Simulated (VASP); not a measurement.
# TiAl (P-6m2) in VASP: further runs, part 2 of 3

VASP 6.6.1.

## 3. Single point, PBEsol

This run uses another cell than the first one, of the same volume but with other edges.

Input file INCAR:

```
  ALGO = Fast
  EDIFF = 1E-6
  ENCUT = 520
  GGA = PS
  ISIF = 2
  ISMEAR = 0
  LASPH = T
  LCHARG = F
  LREAL = F
  LWAVE = F
  NBANDS = 14
  NELM = 60
  PREC = Accurate
  SIGMA = 0.15
```

Input file KPOINTS:

```
k-points
0
Gamma
  18 18 10
```

Input file POSCAR:

```
TiAl
1.0
    2.7906000000      0.0000000000      0.0000000000
   -1.3953000000      2.4167304918      0.0000000000
    0.0000000000      0.0000000000      4.8655000000
Ti Al
1 1
Direct
    0.0000000000      0.0000000000      0.0000000000
    0.3333333333      0.6666666667      0.5000000000
```

Potentials or basis: VASP PAW PBE potentials, release 64 (Ti_sv, Al).

Run with:

```
> cat potpaw_PBE.64/Ti_sv/POTCAR potpaw_PBE.64/Al/POTCAR > POTCAR
> mpirun -np 1 vasp_std > vasp.out
```

OUTCAR:

```text
EDIFF = 1E-6
   ENCUT = 520
   GGA = PS
   ISIF = 2
   ISMEAR = 0
   LASPH = T
   LREAL = F
   NELM = 60
   PREC = Accurate

 ion  position               nearest neighbor table
   1  0.000  0.000  0.000-   2 2.92   2 2.92   2 2.92   2 2.92   2 2.92   2 2.92
   2  0.333  0.667  0.500-   1 2.92   1 2.92   1 2.92   1 2.92   1 2.92   1 2.92

  LATTYP: Found a hexagonal cell.
 ALAT       =     2.7906000000
 C/A-ratio  =     1.7435318569

  Lattice vectors:

 A1 = (   2.7906000000,   0.0000000000,   0.0000000000)
 A2 = (  -1.3953000000,   2.4167304918,   0.0000000000)
 A3 = (   0.0000000000,   0.0000000000,   4.8655000000)

Analysis of symmetry for initial positions (statically):
=====================================================================
 Subroutine PRICEL returns:
 Original cell was already a primitive cell.

 Routine SETGRP: Setting up the symmetry group for a
 hexagonal supercell.

 Subroutine GETGRP returns: Found 12 space group operations
 (whereof 12 operations were pure point group operations)
 out of a pool of 24 trial point group operations.

The static configuration has the point symmetry D_3h.

Analysis of symmetry for dynamics (positions and initial velocities):
=====================================================================
 Subroutine PRICEL returns:
 Original cell was already a primitive cell.

 Routine SETGRP: Setting up the symmetry group for a
 hexagonal supercell.

 Subroutine GETGRP returns: Found 12 space group operations
 (whereof 12 operations were pure point group operations)
 out of a pool of 24 trial point group operations.

The dynamic configuration has the point symmetry D_3h.

 Subroutine INISYM returns: Found 12 space group operations
 (whereof 12 operations are pure point group operations),
 and found     1 'primitive' translations

----------------------------------------------------------------------------------------

                                     Primitive cell

  volume of cell :      32.8136

  direct lattice vectors                    reciprocal lattice vectors
     2.790600000  0.000000000  0.000000000     0.358345875  0.206891088  0.000000000
    -1.395300000  2.416730492  0.000000000     0.000000000  0.413782175  0.000000000
     0.000000000  0.000000000  4.865500000     0.000000000  0.000000000  0.205528723

  length of vectors
     2.790600000  2.790600000  4.865500000     0.413782175  0.413782175  0.205528723

  position of ions in fractional coordinates (direct lattice)
     0.000000000  0.000000000  0.000000000
     0.333333333  0.666666667  0.500000000

  ion indices of the primitive-cell ions
   primitive index   ion index
                 1           1
                 2           2

----------------------------------------------------------------------------------------

 KPOINTS: k-points

Automatic generation of k-mesh.
 Grid dimensions read from file:
 generate k-points for:   18   18   10

 Generating k-lattice:

[... 41 lines left out ...]
  0.388889  0.111111  0.000000     12.000000
 [... further k-points ...]
   k-points           NKPTS =    222   k-points in BZ     NKDIM =    222   number of bands    NBANDS=     14
   number of dos      NEDOS =    301   number of ions     NIONS =      2
   total plane-waves  NPLWV =  20736
   dimension x,y,z NGX =    24 NGY =   24 NGZ =   36
   dimension x,y,z NGXF=    48 NGYF=   48 NGZF=   72
   ions per type =               1   1
   NGX,Y,Z   is equivalent  to a cutoff of  14.30, 14.30, 12.30 a.u.
   NGXF,Y,Z  is equivalent  to a cutoff of  28.60, 28.60, 24.60 a.u.
 SYSTEM =  unknown system
   PREC   = accura    normal or accurate (medium, high low for compatibility)
   ISTART =      0    job   : 0-new  1-cont  2-samecut
   ICHARG =      2    charge: 1-file 2-atom 10-const
   ISPIN  =      1    spin polarized calculation?
   LNONCOLLINEAR =      F non collinear calculations
   LSORBIT =      F    spin-orbit coupling
   LASPH  =      T    aspherical Exc in radial PAW
   ENCUT  =  520.0 eV  38.22 Ry    6.18 a.u.   5.19  5.19  9.05*2*pi/ulx,y,z
   NELM   =     60;   NELMIN=  2; NELMDL= -5     # of ELM steps
   EDIFF  = 0.1E-05   stopping-criterion for ELM
   LREAL  =      F    real-space projection
   EDIFFG = 0.1E-04   stopping-criterion for IOM
   NSW    =      0    number of steps for IOM
   IBRION =     -1    ionic relax: 0-MD 1-quasi-New 2-CG
   NFREE  =      0    steps in history (QN), initial steepest desc. (CG)
   ISIF   =      2    stress and relaxation
   ISYM   =      2    0-nonsym 1-usesym 2-fastsym
   POTIM  = 0.5000    time-step for ionic-motion
   TEBEG  =    0.0;   TEEND  =   0.0 temperature during run
   PSTRESS=    0.0 pullay stress
   NELECT =      15.0000    total number of electrons
   NUPDOWN=      -1.0000    fix difference up-down
   EMIN   =  10.00;   EMAX   =-10.00  energy-range for DOS
   EFERMI =   0.00;   METHOD = LEGACY
   ISMEAR =     0;   SIGMA  =   0.15  broadening in eV -4-tet -1-fermi 0-gaus
   EFERMI_NEDOS =   21; number of points for ismear=-14 and -15
   IALGO  =     68    algorithm
   IMIX   =      4    mixing-type and parameters
     AMIX     =   0.40;   BMIX     =  1.00
     AMIX_MAG =   1.60;   BMIX_MAG =  1.00
  volume/ion in A,a.u.               =      16.41       110.72
  Fermi-wavevector in a.u.,A,eV,Ry     =   1.261113  2.383159 21.638802  1.590407
  Thomas-Fermi vector in A             =   2.394589
   LORBIT       =      0    0 simple, 1 ext, 2 COOP (PROOUT), +10 PAW based schemes
   GGA     = PS    functional components
   LHFCALC =     F    Hartree Fock is set to
   AEXX    =    0.0000 exact exchange contribution
   IVDW    =     0    specifies the selected vdW correction
   LEPSILON=     F    determine dielectric tensor
   LRPA    =     F    only Hartree local field effects (RPA)
 non-spin polarized calculation
 RMM-DIIS sequential band-by-band and
 Gauss-broadening in eV      SIGMA  =   0.15
  energy-cutoff  :      520.00
  volume of cell :       32.81
 maximum number of plane-waves:       896
 NGX is ok and might be reduce to    24

 number of electron      14.9999999 magnetization

 Free energy of the ion-electron system (eV)
  ---------------------------------------------------
  ext. energy  EPLUGINS =         0.00000000
  ---------------------------------------------------
  free energy    TOTEN  =       -12.88827118 eV

  energy without entropy =      -12.86565991  energy(sigma->0) =      -12.87696555

 E-fermi :   8.0099     XC(G=0): -11.0907

 val. band max:        8.0055922401   @ k =   0.2222   0.2222   0.2000
 cond. band min:       8.0127657035   @ k =   0.1667   0.1667   0.4000
 fundamental gap:      0.0071734634
 Fermi energy:         8.0099282578

 k-point     1 :       0.0000    0.0000    0.0000
  band No.  band energies     occupation
      1     -48.2795      2.00000
      2     -24.7114      2.00000
      3     -24.1817      2.00000
      4     -24.1817      2.00000
      5      -1.1679      2.00000
      6       5.3729      2.00000
      7       5.6357      2.00000
      8       9.3107      0.00000
      9       9.3107      0.00000
     10      10.9790      0.00000
     11      10.9790      0.00000
     12      11.1581      0.00000
     13      21.5952      0.00000
     14      21.5953      0.00000
[... 377 lines left out ...]
      1     -48.1472      2.00000
      2     -24.8783      2.00000
      3     -24.5879      2.00000
      4     -24.4018      2.00000
      5       3.8003      2.00000
      6       6.1871      2.00000
      7       6.4733      2.00000
      8       7.1346      2.00000
      9       9.6841      0.00000
     10      11.0575      0.00000
     11      11.9680      0.00000
     12      12.3901      0.00000
     13      13.6050      0.00000
     14      14.6853      0.00000

 [... further k-points ...]

------------------------ aborting loop because EDIFF is reached ----------------------------------------

  FORCE on cell =-STRESS in cart. coord.  units (eV):
  Direction    XX          YY          ZZ          XY          YZ          ZX
  --------------------------------------------------------------------------------------
  -------------------------------------------------------------------------------------
  Total        0.4859674      0.4859674     -1.9672528      0.0000000      0.0000000      0.0000000
  in kB       23.7281796     23.7281796    -96.0544460      0.0000000      0.0000000      0.0000000
  external PRESSURE =     -16.1993622 kB  Pullay stress =       0.0000000 kB

 VOLUME and BASIS-vectors are now :
 -----------------------------------------------------------------------------
  energy-cutoff  :      520.00
  volume of cell :       32.81
      direct lattice vectors                 reciprocal lattice vectors
     2.790600000  0.000000000  0.000000000     0.358345875  0.206891088  0.000000000
    -1.395300000  2.416730492  0.000000000     0.000000000  0.413782175  0.000000000
     0.000000000  0.000000000  4.865500000     0.000000000  0.000000000  0.205528723

 POSITION                                       TOTAL-FORCE (eV/Angst)
 -----------------------------------------------------------------------------------
      0.00000      0.00000      0.00000         0.000000     -0.000000      0.000000
     -0.00000      1.61115      2.43275        -0.000000      0.000000      0.000000
 -----------------------------------------------------------------------------------
    total drift:                                0.000000     -0.000000      0.000000

  FREE ENERGIE OF THE ION-ELECTRON SYSTEM (eV)
  ---------------------------------------------------
  free  energy   TOTEN  =       -12.8882711816 eV

  energy  without entropy=      -12.8656599116  energy(sigma->0) =      -12.87696555
```

OSZICAR:

```text
N       E                     dE             d eps       ncg     rms          rms(c)
DAV:   1     0.990265956042E+02    0.99027E+02   -0.70683E+03  6222   0.108E+03
DAV:   2    -0.841246307857E+01   -0.10744E+03   -0.10323E+03  6378   0.301E+02
DAV:   3    -0.141636779942E+02   -0.57512E+01   -0.56009E+01  9656   0.660E+01
[... 20 lines left out ...]
RMM:  24    -0.128882663243E+02   -0.59154E-06   -0.29615E-05  8819   0.360E-02    0.884E-03
RMM:  25    -0.128882681944E+02   -0.18701E-05   -0.23830E-05  7847   0.243E-02    0.209E-03
RMM:  26    -0.128882694954E+02   -0.13010E-05   -0.13153E-05  6502   0.172E-02    0.143E-03
RMM:  27    -0.128882705191E+02   -0.10237E-05   -0.10837E-05  6366   0.140E-02    0.144E-03
RMM:  28    -0.128882711816E+02   -0.66245E-06   -0.76641E-06  6316   0.129E-02
   1 F= -.12888271E+02 E0= -.12876966E+02  d E =-.226113E-01
```

stdout:

```text
POSCAR found type information on POSCAR TiAl
 POSCAR found :  2 types and       2 ions
 scaLAPACK will be used
 -----------------------------------------------------------------------------
|                                                                             |
|                                                                             |
|     You enforced a specific xc type in the INCAR file but a different       |
|     I HOPE YOU KNOW WHAT YOU ARE DOING!                                     |
|                                                                             |
 -----------------------------------------------------------------------------

 LDA part: xc-table for (Slater+PW92), standard interpolation
 POSCAR, INCAR and KPOINTS ok, starting setup
 FFT: planning ... GRIDC
 FFT: planning ... GRID_SOFT
 FFT: planning ... GRID
 WAVECAR not read
 entering main loop
WARNING in EDDRMM: call to ZHEGV failed, returncode =   6  3      9
WARNING in EDDRMM: call to ZHEGV failed, returncode =   6  3      8
WARNING in EDDRMM: call to ZHEGV failed, returncode =   6  3      8
WARNING in EDDRMM: call to ZHEGV failed, returncode =   6  3     10
WARNING in EDDRMM: call to ZHEGV failed, returncode =   8  4      6
```

Run time: 84 s. Hardware: 1 thread of Intel Xeon 6975P-C (Granite Rapids), shared host; peak memory 0.23 GiB.

What came out:

| Property | Result |
| --- | --- |
| Free energy | -12.8883 eV |
| Pressure | -1.6 GPa |
| Band gap on the k mesh | zero (an odd number of electrons rules out a gap without spin polarisation) |

Caveat: the stress differs along the axes, from -10 to 2 GPa; the PAW data sets were made with another functional, which shifts forces and pressure a little.

(Continued in part 3 of 3.)
